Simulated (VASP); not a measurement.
Ir2Cl:

```
CELL_PARAMETERS angstrom
0.00000 2.95517 2.95517
2.95517 0.00000 2.95517
2.95517 2.95517 0.00000
ATOMIC_POSITIONS crystal
Ir 0.25000 0.25000 0.25000
Ir 0.75000 0.75000 0.75000
Cl 0.00000 0.00000 0.00000
```

- Program: VASP 6.6.1
- Task: relaxation of cell and atoms
- Functional: r2SCAN
- Potentials or basis: VASP PAW PBE potentials, release 64 (Ir_sv_GW, Cl)
- Cutoff: 620 eV
- k mesh: 6 × 6 × 6
- Occupations: gaussian, width 0.1 eV
- Spin: no spin polarisation

At the start: pressure -12.2 GPa; volume 17.21 Å³/atom.

Task: Where does the relaxation end?

Result: Over 3 steps the energy falls by 60.4 meV/atom and the volume is 15.79 Å³/atom (-8.2 %); space group Fm-3m (No. 225, to 0.1 Å) before and after.

Step by step:
| step | energy change (eV) | largest force (eV/Å) | pressure (GPa) | volume (Å³) |
| --- | --- | --- | --- | --- |
| 1 | 0.0000 | 0.0000 | -12.20 | 51.62 |
| 2 | 0.1567 | 0.0000 | 24.97 | 42.43 |
| 3 | -0.1812 | 0.0000 | -0.38 | 47.38 |

Final structure:
```yaml
crystal:
  lattice:
    - [0.00000, 2.87202, 2.87202]
    - [2.87202, 0.00000, 2.87202]
    - [2.87202, 2.87202, 0.00000]
  atoms:
    - { symbol: Ir, position: [0.25000, 0.25000, 0.25000] }
    - { symbol: Ir, position: [0.75000, 0.75000, 0.75000] }
    - { symbol: Cl, position: [0.00000, 0.00000, 0.00000] }
```

Caveat: the PAW data sets were made with another functional, which shifts forces and pressure a little.
